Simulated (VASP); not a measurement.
Input of a VASP 6.6.1 run:

The input INCAR:

```
SYSTEM = Si63N
ALGO = Normal
EDIFF = 1E-6
ENCUT = 520
GGA = PS
ISIF = 2
ISMEAR = -1
ISYM = 0
LASPH = .TRUE.
LCHARG = .FALSE.
LREAL = Auto
LWAVE = .FALSE.
NBANDS = 166
NELECT = 258.0
NELM = 100
PREC = Accurate
SIGMA = 0.05
```

Contents of KPOINTS:

```
Automatic mesh
0
Gamma
  1 1 1
  0.25 0.25 0.25
```

The input POSCAR:

```
Si63N
1.0
   10.8655790000      0.0000000000      0.0000000000
    0.0000000000     10.8655790000      0.0000000000
    0.0000000000      0.0000000000     10.8655790000
Si N
63 1
Direct
    0.9995390000      0.0001310000      0.9998720000
    0.9980560000      0.9986370000      0.4984910000
    0.9980610000      0.4987350000      0.9983710000
    0.0005140000      0.5006860000      0.5004480000
    0.4981480000      0.9986420000      0.9983700000
    0.5001000000      0.0011050000      0.5004500000
    0.5001020000      0.5006910000      0.0008580000
    0.1249180000      0.1254950000      0.1252030000
    0.1268530000      0.1274440000      0.6236400000
    0.1268210000      0.6239080000      0.1271590000
    0.1272260000      0.6259140000      0.6256500000
    0.6233290000      0.1273950000      0.1271430000
    0.6253230000      0.1278290000      0.6256380000
    0.6253030000      0.6258830000      0.1276040000
    0.6057480000      0.6063570000      0.6061670000
    0.2505360000      0.2511180000      0.9999380000
    0.2566070000      0.2572000000      0.5027760000
    0.2494840000      0.7500910000      0.0006720000
    0.2565990000      0.7446730000      0.4984860000
    0.7495060000      0.2500700000      0.0006610000
    0.7440990000      0.2571790000      0.4984680000
    0.7490020000      0.7495910000      0.9992230000
    0.7416920000      0.7422780000      0.4983390000
    0.3752600000      0.3758400000      0.1272080000
    0.3938900000      0.3945180000      0.6110840000
    0.3754930000      0.8725400000      0.1281840000
    0.3739940000      0.8754620000      0.6249510000
    0.8719750000      0.3760690000      0.1281620000
    0.8748670000      0.3745810000      0.6249420000
    0.8745400000      0.8751180000      0.1247840000
    0.8705080000      0.8710980000      0.6237480000
    0.2505090000      0.0002070000      0.2508350000
    0.2495060000      0.0009500000      0.7498240000
    0.2565640000      0.5030710000      0.2569100000
    0.2566610000      0.4987630000      0.7443570000
    0.7494950000      0.0009160000      0.2498330000
    0.7490160000      0.9994480000      0.7493500000
    0.7440520000      0.4987020000      0.2569710000
    0.7417370000      0.4986190000      0.7420780000
    0.3752580000      0.1274400000      0.3755710000
    0.3755130000      0.1284690000      0.8722690000
    0.3937460000      0.6114160000      0.3942180000
    0.3739940000      0.6252030000      0.8752170000
    0.8719950000      0.1284100000      0.3758170000
    0.8745570000      0.1250320000      0.8748510000
    0.8748620000      0.6251670000      0.3743260000
    0.8705280000      0.6240100000      0.8708790000
    0.9996280000      0.2510900000      0.2508270000
    0.0003610000      0.2501000000      0.7498200000
    0.0003340000      0.7500730000      0.2498420000
    0.9988470000      0.7496060000      0.7493560000
    0.5025000000      0.2571300000      0.2568870000
    0.4981740000      0.2572730000      0.7443350000
    0.4981300000      0.7446070000      0.2570040000
    0.4980380000      0.7423400000      0.7420940000
    0.1268400000      0.3758420000      0.3755680000
    0.1278760000      0.3760980000      0.8722780000
    0.1278340000      0.8725730000      0.3758230000
    0.1244430000      0.8751420000      0.8748570000
    0.6108700000      0.3943120000      0.3941480000
    0.6246110000      0.3745810000      0.8752130000
    0.6245870000      0.8754540000      0.3743290000
    0.6234250000      0.8711280000      0.8708840000
    0.5002750000      0.5009520000      0.5009320000
```

Potentials or basis: VASP PAW PBE potentials, release 64 (Si, N).

Command:

```sh
$ cat potpaw_PBE.64/Si/POTCAR potpaw_PBE.64/N/POTCAR > POTCAR
$ mpirun -np 1 vasp_std > vasp.out
```

(1) Predict the largest force.

## Answers

(1) 0.366 eV/Å.

Caveat: the k points lie up to 0.58 Å⁻¹ apart; the cell carries a net charge on a neutralising background, which shifts energy and pressure; the PAW data sets were made with another functional, which shifts forces and pressure a little.
